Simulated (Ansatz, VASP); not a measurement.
**One calculation of PtSe2, two programs**

```
Se Pt
1.0
     3.72700    0.00000    0.00000
    -1.86350    3.22768    0.00000
     0.00000    0.00000   26.24802
Se Pt
4 2
Direct
  0.66667 0.33333 0.34288
  0.33333 0.66667 0.44302
  0.66667 0.33333 0.55698
  0.33333 0.66667 0.65712
  0.00000 0.00000 0.39333
  0.00000 0.00000 0.60667
```

Alike in both runs: task single point; functional r2SCAN; k mesh 10 × 10 × 1; occupations gaussian, width 0.01 eV; no spin polarisation.

|  | VASP | Ansatz |
| --- | --- | --- |
| version | VASP 6.6.1 | Ansatz 0.2.0 |
| potentials or method | VASP PAW PBE potentials, release 64 (Se, Pt) | scalar-relativistic, plane waves, PAW |
| plane-wave cutoff (eV) | 520 | 500 |
| valence electrons in the cell | 44 | 100 |

```csv
,VASP,Ansatz,Ansatz less VASP
gap on the k mesh at the Fermi level (eV),0.96,0.97,+0.012
least direct gap on the mesh (eV),1.26,1.27,+0.011
```

VASP's potentials were made for PBE, not for r2SCAN. The functional is the same, so the differences come from potentials, cutoffs and numerics. VASP's potentials hold 44 valence electrons a cell and Ansatz's 100, so a difference there can come from the potentials and not from the codes. Ansatz's warnings: slab cell height set, structure snapped to symmetry, xc potential rough in thin density.

Spin-orbit coupling is off throughout.
